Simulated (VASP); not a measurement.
W, 1 atom in the cell. The typed cell holds 1 atom: a = 3.150 Å, b = 3.150 Å, c = 2.738 Å, α = 125.13°, β = 54.87°, γ = 90.00°. 

* Program: VASP 6.6.1
* Task: single point
* Functional: r2SCAN
* Potentials or basis: VASP PAW PBE potentials, release 64 (W_sv)
* Cutoff: 550 eV
* k mesh: 11 × 11 × 21
* Occupations: gaussian, width 0.1 eV
* Spin: no spin polarisation
* Dipole correction: no
* Further INCAR settings: ALGO = Normal; EDIFF = 1e-06; NBANDS = 13

Potentials or basis: VASP PAW PBE potentials, release 64 (W_sv).

The run is started by

```console
$ cat potpaw_PBE.64/W_sv/POTCAR > POTCAR
$ cp INCAR.step1 INCAR
$ mpirun -np 1 vasp_std > vasp.out
$ cp INCAR.step2 INCAR
$ mpirun -np 1 vasp_std > vasp.out
```

Hardware: 1 thread of Oxide Virtual Turin-like Processor, with other jobs on the host.

Problem. How long does it take, and how much memory?

Solution. Run time: 15 min on 1 thread of Oxide Virtual Turin-like Processor (shared host), peak memory 0.23 GiB. Counts: k points 696.
